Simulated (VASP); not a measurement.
# Ca (Fm-3m) in VASP: a series of runs

Runs on Ca. Level: PBEsol. Tasks: single point, relaxation of cell and atoms.

Program: VASP 6.6.1. These are calculated values, not measurements. Logs are shortened: lines on timing, memory, paths and dates and some standing lists are left out, and cuts for length are marked.

### 1 The cell of the first run

The structure is cubic, space group Fm-3m (No. 225). The conventional cell has a = 5.577 Å, b = 5.577 Å, c = 5.577 Å, α = 90.00°, β = 90.00°, γ = 90.00°. Ca (site symmetry m-3m) has 12 Ca at 3.94 Å within 5.2 Å.

### 2 Single point, PBEsol

The input, INCAR:

```
ALGO = Fast ; EDIFF = 1E-7
ENCUT = 520 ; GGA = PS
ISIF = 2 ; ISMEAR = 0
LASPH = T ; LCHARG = F
LREAL = F ; LWAVE = F
NBANDS = 11 ; NELM = 80
PREC = Accurate ; SIGMA = 0.1
```

The input, KPOINTS:

```
k-points
0
Gamma
  6 6 6
```

The input, POSCAR:

```
Ca
1.0
    0.0000000000      2.7884079385      2.7884079385
    2.7884079385      0.0000000000      2.7884079385
    2.7884079385      2.7884079385      0.0000000000
Ca
1
Direct
    0.0000000000      0.0000000000      0.0000000000
```

Potentials or basis: VASP PAW PBE potentials, release 64 (Ca_sv).

On the command line:

```bash
$ cat potpaw_PBE.64/Ca_sv/POTCAR > POTCAR
$ mpirun -np 1 vasp_std > vasp.out
```

OUTCAR:

```text
EDIFF = 1E-7
   ENCUT = 520
   GGA = PS
   ISIF = 2
   ISMEAR = 0
   LASPH = T
   LREAL = F
   NELM = 80
   PREC = Accurate

 ion  position               nearest neighbor table
   1  0.000  0.000  0.000-

  LATTYP: Found a face centered cubic cell.
 ALAT       =     5.5768158770

  Lattice vectors:

 A1 = (   0.0000000000,   2.7884079385,   2.7884079385)
 A2 = (   2.7884079385,   0.0000000000,   2.7884079385)
 A3 = (   2.7884079385,   2.7884079385,   0.0000000000)

Analysis of symmetry for initial positions (statically):
=====================================================================
 Subroutine PRICEL returns:
 Original cell was already a primitive cell.

 Routine SETGRP: Setting up the symmetry group for a
 face centered cubic supercell.

 Subroutine GETGRP returns: Found 48 space group operations
 (whereof 48 operations were pure point group operations)
 out of a pool of 48 trial point group operations.

The static configuration has the point symmetry O_h .

Analysis of symmetry for dynamics (positions and initial velocities):
=====================================================================
 Subroutine PRICEL returns:
 Original cell was already a primitive cell.

 Routine SETGRP: Setting up the symmetry group for a
 face centered cubic supercell.

 Subroutine GETGRP returns: Found 48 space group operations
 (whereof 48 operations were pure point group operations)
 out of a pool of 48 trial point group operations.

The dynamic configuration has the point symmetry O_h .

 Subroutine INISYM returns: Found 48 space group operations
 (whereof 48 operations are pure point group operations),
 and found     1 'primitive' translations

----------------------------------------------------------------------------------------

                                     Primitive cell

  volume of cell :      43.3610

  direct lattice vectors                    reciprocal lattice vectors
     0.000000000  2.788407938  2.788407938    -0.179313792  0.179313792  0.179313792
     2.788407938  0.000000000  2.788407938     0.179313792 -0.179313792  0.179313792
     2.788407938  2.788407938  0.000000000     0.179313792  0.179313792 -0.179313792

  length of vectors
     3.943404324  3.943404324  3.943404324     0.310580598  0.310580598  0.310580598

  position of ions in fractional coordinates (direct lattice)
     0.000000000  0.000000000  0.000000000

  ion indices of the primitive-cell ions
   primitive index   ion index
                 1           1

----------------------------------------------------------------------------------------

 KPOINTS: k-points

Automatic generation of k-mesh.
 Grid dimensions read from file:
 generate k-points for:    6    6    6

 Generating k-lattice:

  Cartesian coordinates                     Fractional coordinates (reciprocal lattice)
    -0.029885632  0.029885632  0.029885632     0.166666667  0.000000000  0.000000000
     0.029885632 -0.029885632  0.029885632     0.000000000  0.166666667  0.000000000
     0.029885632  0.029885632 -0.029885632     0.000000000  0.000000000  0.166666667

  Length of vectors
     0.051763433  0.051763433  0.051763433

  Shift w.r.t. Gamma in fractional coordinates (k-lattice)
     0.000000000  0.000000000  0.000000000

 Subroutine IBZKPT returns following result:
 ===========================================

 Found     16 irreducible k-points:

 Following reciprocal coordinates:
            Coordinates               Weight
  0.000000  0.000000  0.000000      1.000000
  0.166667  0.000000  0.000000      8.000000
  0.333333  0.000000  0.000000      8.000000
  0.500000  0.000000  0.000000      4.000000
  0.166667  0.166667  0.000000      6.000000
  0.333333  0.166667  0.000000     24.000000
[... 8 lines left out ...]
 -0.333333  0.333333  0.166667     24.000000
 -0.333333  0.500000  0.166667     12.000000
   k-points           NKPTS =     16   k-points in BZ     NKDIM =     16   number of bands    NBANDS=     11
   number of dos      NEDOS =    301   number of ions     NIONS =      1
   total plane-waves  NPLWV =  27000
   dimension x,y,z NGX =    30 NGY =   30 NGZ =   30
   dimension x,y,z NGXF=    60 NGYF=   60 NGZF=   60
   ions per type =               1
   NGX,Y,Z   is equivalent  to a cutoff of  12.65, 12.65, 12.65 a.u.
   NGXF,Y,Z  is equivalent  to a cutoff of  25.29, 25.29, 25.29 a.u.
 SYSTEM =  unknown system
   PREC   = accura    normal or accurate (medium, high low for compatibility)
   ISTART =      0    job   : 0-new  1-cont  2-samecut
   ICHARG =      2    charge: 1-file 2-atom 10-const
   ISPIN  =      1    spin polarized calculation?
   LNONCOLLINEAR =      F non collinear calculations
   LSORBIT =      F    spin-orbit coupling
   LASPH  =      T    aspherical Exc in radial PAW
   ENCUT  =  520.0 eV  38.22 Ry    6.18 a.u.   7.33  7.33  7.33*2*pi/ulx,y,z
   NELM   =     80;   NELMIN=  2; NELMDL= -5     # of ELM steps
   EDIFF  = 0.1E-06   stopping-criterion for ELM
   LREAL  =      F    real-space projection
   EDIFFG = 0.1E-05   stopping-criterion for IOM
   NSW    =      0    number of steps for IOM
   IBRION =     -1    ionic relax: 0-MD 1-quasi-New 2-CG
   NFREE  =      0    steps in history (QN), initial steepest desc. (CG)
   ISIF   =      2    stress and relaxation
   ISYM   =      2    0-nonsym 1-usesym 2-fastsym
   POTIM  = 0.5000    time-step for ionic-motion
   TEBEG  =    0.0;   TEEND  =   0.0 temperature during run
   PSTRESS=    0.0 pullay stress
   NELECT =      10.0000    total number of electrons
   NUPDOWN=      -1.0000    fix difference up-down
   EMIN   =  10.00;   EMAX   =-10.00  energy-range for DOS
   EFERMI =   0.00;   METHOD = LEGACY
   ISMEAR =     0;   SIGMA  =   0.10  broadening in eV -4-tet -1-fermi 0-gaus
   EFERMI_NEDOS =   21; number of points for ismear=-14 and -15
   IALGO  =     68    algorithm
   IMIX   =      4    mixing-type and parameters
     AMIX     =   0.40;   BMIX     =  1.00
     AMIX_MAG =   1.60;   BMIX_MAG =  1.00
  volume/ion in A,a.u.               =      43.36       292.61
  Fermi-wavevector in a.u.,A,eV,Ry     =   1.003942  1.897175 13.713299  1.007899
  Thomas-Fermi vector in A             =   2.136526
   LORBIT       =      0    0 simple, 1 ext, 2 COOP (PROOUT), +10 PAW based schemes
   GGA     = PS    functional components
   LHFCALC =     F    Hartree Fock is set to
   AEXX    =    0.0000 exact exchange contribution
   IVDW    =     0    specifies the selected vdW correction
   LEPSILON=     F    determine dielectric tensor
   LRPA    =     F    only Hartree local field effects (RPA)
 non-spin polarized calculation
 RMM-DIIS sequential band-by-band and
 Gauss-broadening in eV      SIGMA  =   0.10
  energy-cutoff  :      520.00
  volume of cell :       43.36
 maximum number of plane-waves:      1211
 NGX is ok and might be reduce to    30
   NGX = 15   NGY = 15   NGZ = 15

 number of electron      10.0000000 magnetization

 number of electron       9.9999997 magnetization

 Free energy of the ion-electron system (eV)
  ---------------------------------------------------
  ext. energy  EPLUGINS =         0.00000000
  ---------------------------------------------------
  free energy    TOTEN  =        -2.10380053 eV

  energy without entropy =       -2.08827312  energy(sigma->0) =       -2.09603683

 E-fermi :   1.8292     XC(G=0):  -7.7228

 val. band max:        1.7990614161   @ k =  -0.3333   0.3333   0.1667
 cond. band min:       1.8753921942   @ k =  -0.3333   0.3333   0.1667
 fundamental gap:      0.0763307781
 Fermi energy:         1.8292011630

 k-point     1 :       0.0000    0.0000    0.0000
  band No.  band energies     occupation
      1     -40.1081      2.00000
      2     -21.1043      2.00000
      3     -21.1043      2.00000
      4     -21.1043      2.00000
      5      -2.1965      2.00000
      6       4.0824      0.00000
      7       4.0824      0.00000
      8       4.0824      0.00000
      9       5.1271      0.00000
     10       5.1271      0.00000
     11      10.7976      0.00000

 k-point     2 :       0.1667    0.0000    0.0000
  band No.  band energies     occupation
      1     -40.1050      2.00000
      2     -21.1365      2.00000
      3     -21.1087      2.00000
      4     -21.1087      2.00000
      5      -1.7389      2.00000
      6       3.6310      0.00000
      7       4.2123      0.00000
      8       4.2123      0.00000
      9       5.0407      0.00000
     10       5.0407      0.00000
     11      10.3101      0.00000

 k-point     3 :       0.3333    0.0000    0.0000
  band No.  band energies     occupation
      1     -40.0989      2.00000
      2     -21.2002      2.00000
      3     -21.1176      2.00000
      4     -21.1176      2.00000
      5      -0.4979      2.00000
      6       2.6586      0.00000
      7       4.1136      0.00000
      8       4.1136      0.00000
      9       5.4046      0.00000
     10       5.4046      0.00000
     11       7.8846      0.00000

 k-point     4 :       0.5000    0.0000    0.0000
  band No.  band energies     occupation
      1     -40.0959      2.00000
      2     -21.2316      2.00000
      3     -21.1221      2.00000
      4     -21.1221      2.00000
      5       0.7977      2.00000
      6       1.6132      1.99774
      7       3.9738      0.00000
      8       3.9738      0.00000
      9       5.7963      0.00000
     10       5.7963      0.00000
     11       6.8376      0.00000
[... 127 lines left out ...]
 k-point    14 :       0.5000    0.3333    0.1667
  band No.  band energies     occupation
      1     -40.0949      2.00000
      2     -21.1991      2.00000
      3     -21.1561      2.00000
      4     -21.1330      2.00000
      5       0.4940      2.00000
      6       2.6419      0.00000
      7       3.1244      0.00000
      8       4.6827      0.00000
      9       5.2119      0.00000
     10       6.0390      0.00000
     11       7.8210      0.00000

 k-point    15 :      -0.3333    0.3333    0.1667
  band No.  band energies     occupation
      1     -40.0928      2.00000
      2     -21.2032      2.00000
      3     -21.1715      2.00000
      4     -21.1402      2.00000
      5       1.7991      1.33007
      6       1.8754      0.51360
      7       2.9132      0.00000
      8       4.4948      0.00000
      9       5.6130      0.00000
     10       6.4557      0.00000
     11       6.5174      0.00000

 k-point    16 :      -0.3333    0.5000    0.1667
  band No.  band energies     occupation
      1     -40.0918      2.00000
      2     -21.2061      2.00000
      3     -21.1695      2.00000
      4     -21.1519      2.00000
      5       1.7930      1.39115
      6       2.4024      0.00000
      7       2.5610      0.00000
      8       4.6834      0.00000
      9       5.9748      0.00000
     10       6.4395      0.00000
     11       6.9521      0.00000

------------------------ aborting loop because EDIFF is reached ----------------------------------------

  FORCE on cell =-STRESS in cart. coord.  units (eV):
  Direction    XX          YY          ZZ          XY          YZ          ZX
  --------------------------------------------------------------------------------------
  -------------------------------------------------------------------------------------
  Total       -0.3063809     -0.3063809     -0.3063809      0.0000000     -0.0000000      0.0000000
  in kB      -11.3207033    -11.3207033    -11.3207033      0.0000000     -0.0000000      0.0000000
  external PRESSURE =     -11.3207033 kB  Pullay stress =       0.0000000 kB

 VOLUME and BASIS-vectors are now :
 -----------------------------------------------------------------------------
  energy-cutoff  :      520.00
  volume of cell :       43.36
      direct lattice vectors                 reciprocal lattice vectors
     0.000000000  2.788407938  2.788407938    -0.179313792  0.179313792  0.179313792
     2.788407938  0.000000000  2.788407938     0.179313792 -0.179313792  0.179313792
     2.788407938  2.788407938  0.000000000     0.179313792  0.179313792 -0.179313792

 POSITION                                       TOTAL-FORCE (eV/Angst)
 -----------------------------------------------------------------------------------
      0.00000      0.00000      0.00000         0.000000      0.000000      0.000000
 -----------------------------------------------------------------------------------
    total drift:                               -0.000000     -0.000000      0.000000

  FREE ENERGIE OF THE ION-ELECTRON SYSTEM (eV)
  ---------------------------------------------------
  free  energy   TOTEN  =        -2.1038005327 eV

  energy  without entropy=       -2.0882731210  energy(sigma->0) =       -2.09603683
```

Wall time 8.1 s (1 thread of Intel Xeon 6975P-C (Granite Rapids), shared host); peak memory 0.14 GiB.

Results:

```yaml
Free_energy: -2.1038 eV
Pressure: -1.1 GPa
Band_gap_on_the_k_mesh: zero (bands 5 and 6 overlap by 0.19 eV)
```

Levels at points of the mesh, in eV from the Fermi level:
```tsv
k point	band 1	band 2	band 3	band 4	band 5	band 6	band 7	band 8	band 9	band 10
(0.00, 0.00, 0.00)	-41.94	-22.93	-22.93	-22.93	-4.03	2.25	2.25	2.25	3.30	3.30
(0.50, 0.00, 0.00)	-41.93	-23.06	-22.95	-22.95	-1.03	-0.22	2.14	2.14	3.97	3.97
(0.50, 0.50, 0.00)	-41.92	-23.05	-22.98	-22.98	-0.47	0.54	0.87	3.96	4.14	4.14
```

Caveat: the PAW data sets were made with another functional, which shifts forces and pressure a little.

### 3 Single point, PBEsol

This run uses another cell than the first one, of 40.59 Å³/atom.

The input, INCAR:

```
SYSTEM = Ca
PREC     = Accurate       ! precision mode
ENCUT    = 520            ! plane-wave cutoff, eV
EDIFF    = 1E-6           ! SCF threshold, eV
ISMEAR   = 0              ! smearing method
SIGMA    = 0.1            ! smearing width, eV
LREAL    = .False.        ! projectors in reciprocal space
LASPH    = .True.         ! aspherical terms in the spheres
NELM     = 80             ! most SCF steps
ALGO     = Normal         ! electronic algorithm
ISIF     = 2              ! what is computed and relaxed
LWAVE    = .False.        ! write WAVECAR
LCHARG   = .False.        ! write CHGCAR
GGA      = PS             ! functional
NBANDS   = 11             ! bands
```

The input, KPOINTS:

```
regular mesh
0
Gamma
  18 18 18
  0 0 0
```

The input, POSCAR:

```
Ca
1.0
    0.0000000000      2.7277507811      2.7277507811
    2.7277507811      0.0000000000      2.7277507811
    2.7277507811      2.7277507811      0.0000000000
Ca
1
Direct
    0.0000000000      0.0000000000      0.0000000000
```

Potentials or basis: VASP PAW PBE potentials, release 64 (Ca_sv).

On the command line:

```bash
$ cat potpaw_PBE.64/Ca_sv/POTCAR > POTCAR
$ mpirun -np 1 vasp_std > vasp.out
```

OUTCAR:

```text
SYSTEM = Ca
   PREC = Accurate
   ENCUT = 520
   EDIFF = 1E-6
   ISMEAR = 0
   LREAL = .False.
   LASPH = .True.
   NELM = 80
   ISIF = 2
   GGA = PS

 ion  position               nearest neighbor table
   1  0.000  0.000  0.000-

  LATTYP: Found a face centered cubic cell.
 ALAT       =     5.4555015622

  Lattice vectors:

 A1 = (   0.0000000000,   2.7277507811,   2.7277507811)
 A2 = (   2.7277507811,   0.0000000000,   2.7277507811)
 A3 = (   2.7277507811,   2.7277507811,   0.0000000000)

Analysis of symmetry for initial positions (statically):
[... 507 lines left out ...]
      5      -1.0342      2.00000
      6       3.5172      0.00000
      7       4.5094      0.00000
      8       4.6255      0.00000
      9       5.3698      0.00000
     10       5.6972      0.00000
     11       9.8656      0.00000

 [... further k-points ...]
[... 5 lines left out ...]
  --------------------------------------------------------------------------------------
  -------------------------------------------------------------------------------------
  Total       -0.0019028     -0.0019028     -0.0019028      0.0000000      0.0000000      0.0000000
  in kB       -0.0751023     -0.0751023     -0.0751023      0.0000000      0.0000000      0.0000000
  external PRESSURE =      -0.0751023 kB  Pullay stress =       0.0000000 kB

 VOLUME and BASIS-vectors are now :
 -----------------------------------------------------------------------------
  energy-cutoff  :      520.00
  volume of cell :       40.59
      direct lattice vectors                 reciprocal lattice vectors
     0.000000000  2.727750781  2.727750781    -0.183301203  0.183301203  0.183301203
     2.727750781  0.000000000  2.727750781     0.183301203 -0.183301203  0.183301203
     2.727750781  2.727750781  0.000000000     0.183301203  0.183301203 -0.183301203

 POSITION                                       TOTAL-FORCE (eV/Angst)
 -----------------------------------------------------------------------------------
      0.00000      0.00000      0.00000         0.000000      0.000000     -0.000000
 -----------------------------------------------------------------------------------
    total drift:                               -0.000000     -0.000000      0.000000

  FREE ENERGIE OF THE ION-ELECTRON SYSTEM (eV)
  ---------------------------------------------------
  free  energy   TOTEN  =        -2.1368396473 eV

  energy  without entropy=       -2.1292478598  energy(sigma->0) =       -2.13304375
```

Wall time 35 s (1 thread of Intel Xeon 6975P-C (Granite Rapids), shared host); peak memory 0.22 GiB.

What came out:

* Free energy: -2.1368 eV
* Pressure: 0.0 GPa
* Band gap on the k mesh: zero (bands 5 and 6 overlap by 0.27 eV)

Caveat: the PAW data sets were made with another functional, which shifts forces and pressure a little.

[end of part 1 of 2]

The gap in the log of VASP goes by the Fermi energy; the results here count the filled bands.